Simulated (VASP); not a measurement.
A run of VASP 6.6.1 is set up as follows.

File INCAR:

```
  ALGO = Normal
  EDIFF = 1E-6
  ENCUT = 520
  GGA = RE
  ISIF = 2
  ISMEAR = -1
  ISPIN = 2
  IVDW = 13
  LASPH = True
  LCHARG = False
  LMAXMIX = 4
  LORBIT = 11
  LREAL = False
  LWAVE = False
  MAGMOM = 4 0 0
  NBANDS = 24
  NELM = 150
  PREC = Accurate
  SIGMA = 0.05
```

Contents of KPOINTS:

```
k-points
0
Gamma
  11 11 6
```

The input POSCAR:

```
MnO2
1.0
    2.8682927293      0.0000000000      0.0000000000
   -1.4341463647      2.4840143691      0.0000000000
    0.0000000000      0.0000000000      4.4130936247
Mn O
1 2
Direct
    0.0000000000      0.0000000000      0.5000000000
    0.3333333333      0.6666666667      0.7169302379
    0.6666666667      0.3333333333      0.2830697621
```

Potentials or basis: VASP PAW PBE potentials, release 64 (Mn_pv, O).

The run is started by

```sh
$ cat potpaw_PBE.64/Mn_pv/POTCAR potpaw_PBE.64/O/POTCAR > POTCAR
$ mpirun -np 1 vasp_std > vasp.out
```

Task: What does it give for the pressure?

Result: 1.1 GPa.

Task: Predict the largest force.

Result: 0.091 eV/Å.

Task: What does it give for the dispersion energy per atom?

Result: -0.376 eV.

Task: What does it give for the site moments?

Result: Mn +2.86; O +0.03 μB.

Forces in eV/Å, atoms in the order of the input:
```
Mn   0.000  0.000  0.000
O    0.000  0.000  0.091
O    0.000  0.000 -0.091
```

Caveat: the PAW data sets were made with another functional, which shifts forces and pressure a little; a cell with one magnetic atom can't hold antiferromagnetic order, which such compounds often take.
